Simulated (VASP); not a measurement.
Runs of VASP 6.6.1 on CO2. The structure is that of space group P2_1/c (No. 14), or close to it. The cells are those of the table. 

| cell | gap on the mesh (eV) | pressure (GPa) | largest force (eV/Å) |
| --- | --- | --- | --- |
| a = 6.075, b = 6.058, c = 5.954 Å, angles 90.0, 98.7, 90.0°, 12 atoms | 6.54 | (c) | 9.37 |
| a = 6.126, b = 6.058 Å, angles 90.0, 107.1, 90.0°, 12 atoms | 6.10 | 9.6 | 18.66 |
| a = 6.062, b = 6.058, c = 6.123 Å, angles 90.0, 94.3, 90.0°, 12 atoms | 6.55 | 0.8 | 3.58 |
| a = 6.075, b = 6.058, c = 6.256 Å, angles 90.0, 98.5, 90.0°, 12 atoms | 6.37 | 0.4 | 6.44 |
| a = 6.096, b = 6.058, c = 6.216 Å, angles 90.0, 102.7, 90.0°, 12 atoms | 6.24 | 3.8 | 11.63 |
| a = 6.075, b = 6.058, c = 6.196 Å, angles 90.0, 98.5, 90.0°, 12 atoms | 6.41 | (b) | 7.00 |
| a = 6.062, b = 6.058, c = 5.880 Å, angles 90.0, 94.4, 90.0°, 12 atoms | (a) | 4.8 | 5.60 |
| a = 6.126, b = 6.058, c = 5.886 Å, angles 90.0, 107.4, 90.0°, 12 atoms | 6.26 | 14.5 | 22.01 |

Alike in all rows: task single point; level PBE; potentials or basis VASP PAW PBE potentials, release 64 (C, O); no spin polarisation; k mesh 4 × 4 × 4; cutoff (eV) 520; smearing gaussian 0.05 eV.

Task: Estimate the missing entries.

Result: (a) 6.67; (b) 1.3; (c) 5.3.

Caveats: this functional lacks dispersion, which holds the molecules together, so the pressure and a relaxed volume are unreliable; forces of over 1 eV/Å act on the atoms, so gaps and moduli don't describe the material at rest; the cell stands under pressure (at least some runs).

A k mesh can miss the band edges.
